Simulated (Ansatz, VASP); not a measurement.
This is a calculation of As for Ansatz 0.2.0.

The input input.yaml:

```yaml
crystal:
  lattice:
    - [1.8553776084, 1.0712027616, 3.4665688483]
    - [-1.8553776084, 1.0712027616, 3.4665688483]
    - [0.0, -2.1424055233, 3.4665688483]
  atoms:
    - { symbol: As, position: [0.226, 0.226, 0.226] }
    - { symbol: As, position: [0.774, 0.774, 0.774] }
hamiltonian:
  xc: pbe0
  pseudopotentials: { kind: paw }
kpoints:
  mp_grid: { grid: [4, 4, 4] }
scf:
  occupations: { method: fermi_dirac, width: 0.05 }
output:
  forces: true
  stress: true
  eigenvalues: true
```

Potentials or basis: Ansatz PAW.

Launch:

```bash
$ ansatz run input.yaml --threads 2 --pin off --max-ram 5632MiB --backend cpu --events-out ev --progress --plain --runs-dir out
```

Problem. Set up the same calculation for VASP 6.6.1. Potentials there: VASP PAW PBE potentials, release 64 (As).

Solution. As run (the cutoff follows the program's own potentials):

Contents of POSCAR:

```
As
1.0
    1.8553776084      1.0712027616      3.4665688483
   -1.8553776084      1.0712027616      3.4665688483
    0.0000000000     -2.1424055233      3.4665688483
As
2
Direct
    0.2260000000      0.2260000000      0.2260000000
    0.7740000000      0.7740000000      0.7740000000
```

The input INCAR.step1:

```
PREC = Accurate
ENCUT = 520
EDIFF = 1E-5
ISMEAR = -1
SIGMA = 0.05
LREAL = F
LASPH = T
NELM = 60
ALGO = Normal
ISIF = 2
LWAVE = T
LCHARG = F
GGA = PE
NBANDS = 12
```

File INCAR.step2:

```
PREC = Accurate
ENCUT = 520
EDIFF = 1E-6
ISMEAR = -1
SIGMA = 0.05
LREAL = F
LASPH = T
NELM = 60
ALGO = Normal
ISIF = 2
LWAVE = F
LCHARG = F
GGA = PE
LHFCALC = T
AEXX = 0.25
PRECFOCK = Normal
ISTART = 1
NBANDS = 12
```

KPOINTS

```
regular mesh
0
Gamma
  4 4 4
```

Potentials or basis: VASP PAW PBE potentials, release 64 (As).

The run is started by

```console
$ cat potpaw_PBE.64/As/POTCAR > POTCAR
$ cp INCAR.step1 INCAR
$ mpirun -np 1 vasp_std > vasp.out
$ cp INCAR.step2 INCAR
$ mpirun -np 1 vasp_std > vasp.out
```

Both were run:

|  | VASP | Ansatz | Ansatz less VASP |
| --- | --- | --- | --- |
| gap on the k mesh at the Fermi level (eV) | 0.93 | 0.81 | -0.127 |
| least direct gap on the mesh (eV) | 1.12 | 1.05 | -0.069 |
| pressure (GPa) | 4.3 | 4.7 | +0.46 |
| traceless stress, the component that is largest in VASP (GPa) | -2.63 | -2.61 | +0.021 |
| rms of the force components (eV/Å) | 0.050 | 0.041 | -0.0096 |

Atom by atom the forces differ by 0.010 eV/Å (rms over components). The functional is the same, so the differences come from potentials, cutoffs and numerics. VASP's potentials hold 10 valence electrons a cell and Ansatz's 30, so a difference there can come from the potentials and not from the codes.

The k mesh is coarse, so the values compare programs but aren't converged.
